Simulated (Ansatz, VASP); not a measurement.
# Two plane-wave programs on InAs

INCAR

```
SYSTEM = InAs
PREC = Accurate ; ENCUT = 520
EDIFF = 1E-6 ; ISMEAR = 0
SIGMA = 0.1 ; LREAL = .False.
LASPH = .True. ; NELM = 60
ALGO = Normal ; ISIF = 2
LWAVE = .False. ; LCHARG = .False.
GGA = PS ; NBANDS = 16
```

KPOINTS

```
regular mesh
0
Gamma
  20 20 20
  0 0 0
```

Contents of POSCAR:

```
InAs
1.0
    0.0000000000      2.8713197080      2.8713197080
    2.8713197080      0.0000000000      2.8713197080
    2.8713197080      2.8713197080      0.0000000000
In As
1 1
Direct
    0.0000000000      0.0000000000      0.0000000000
    0.5000000000      0.5000000000      0.5000000000
```

Input for Ansatz:

```yaml
crystal:
  lattice:
    - [0.0, 2.871319708, 2.871319708]
    - [2.871319708, 0.0, 2.871319708]
    - [2.871319708, 2.871319708, 0.0]
  atoms:
    - { symbol: In, position: [0.0, 0.0, 0.0] }
    - { symbol: As, position: [0.5, 0.5, 0.5] }
scf:
  occupations: { method: gaussian, width: 0.1 }
output:
  forces: true
  stress: true
  eigenvalues: true
  write_density: true
  write_potential: true
  elf: true
  volumetric_format: npy
hamiltonian:
  xc: pbesol
basis:
  ecutwfc: 500
kpoints:
  mp_grid: { grid: [20, 20, 20] }
```

Alike in both runs: task single point; functional PBEsol; k mesh 20 × 20 × 20; occupations gaussian, width 0.1 eV; no spin polarisation.

```csv
,VASP,Ansatz
version,VASP 6.6.1,Ansatz 0.2.0
potentials or method,"VASP PAW PBE potentials, release 64 (In_d, As), cutoff 520 eV","scalar-relativistic, plane waves, PAW"
valence electrons in the cell,18,28
```

|  | VASP | Ansatz | Ansatz less VASP |
| --- | --- | --- | --- |
| gap on the k mesh at the Fermi level (eV) | none | none | - |
| pressure (GPa) | -2.9 | -3.0 | -0.12 |

VASP's potentials were made for PBE, not for PBEsol. A gap of «none» marks a metal or a gap that the smearing closes. With one functional, cell and mesh, what is left measures potentials, basis and numerics. VASP's potentials hold 18 valence electrons a cell and Ansatz's 28, so a difference there can come from the potentials and not from the codes.
